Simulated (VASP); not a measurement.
A run of VASP 6.6.1 is set up as follows.

INCAR

```
SYSTEM = ZnS
PREC = Accurate
ENCUT = 520
EDIFF = 1E-7
ISMEAR = 0
SIGMA = 0.05
LREAL = .FALSE.
LASPH = .TRUE.
NELM = 100
ALGO = Normal
ISIF = 2
LWAVE = .FALSE.
LCHARG = .TRUE.
GGA = PE
LELF = .TRUE.
LVHAR = .TRUE.
NBANDS = 36
```

The input KPOINTS:

```
regular mesh
0
G
  8 8 3
  0 0 0
```

The input POSCAR:

```
ZnS
1.0
    2.7046500000     -2.7046500000      0.0000000000
    2.7046500000      0.0000000000     -2.7046500000
   10.3680053100      2.9299473450      2.9299473450
Zn S
3 3
Direct
    0.5520486100      0.5520486100      0.1250333333
   -0.7257513900     -0.7257513900      0.7917000000
   -0.0868513900     -0.0868513900      0.4583666667
   -0.1354763900     -0.1354763900      0.8750333333
    0.5034236100      0.5034236100      0.5417000000
    0.1423236100      0.1423236100      0.2083666667
```

Potentials or basis: VASP PAW PBE potentials, release 64 (Zn, S).

Run with:

```sh
$ cat potpaw_PBE.64/Zn/POTCAR potpaw_PBE.64/S/POTCAR > POTCAR
$ mpirun -np 1 vasp_std > vasp.out
```

Task: Estimate the band gap on the k mesh.

Result: 1.96 eV.

Task: Predict the largest force.

Result: 0.435 eV/Å.

Task: Predict the pressure.

Result: 1.3 GPa.

Forces on the atoms (eV/Å):
```
Zn   0.042 -0.160 -0.160
Zn   0.078 -0.043 -0.043
Zn   0.039  0.013  0.013
S   -0.195  0.275  0.275
S   -0.048 -0.010 -0.010
S    0.083 -0.074 -0.074
```
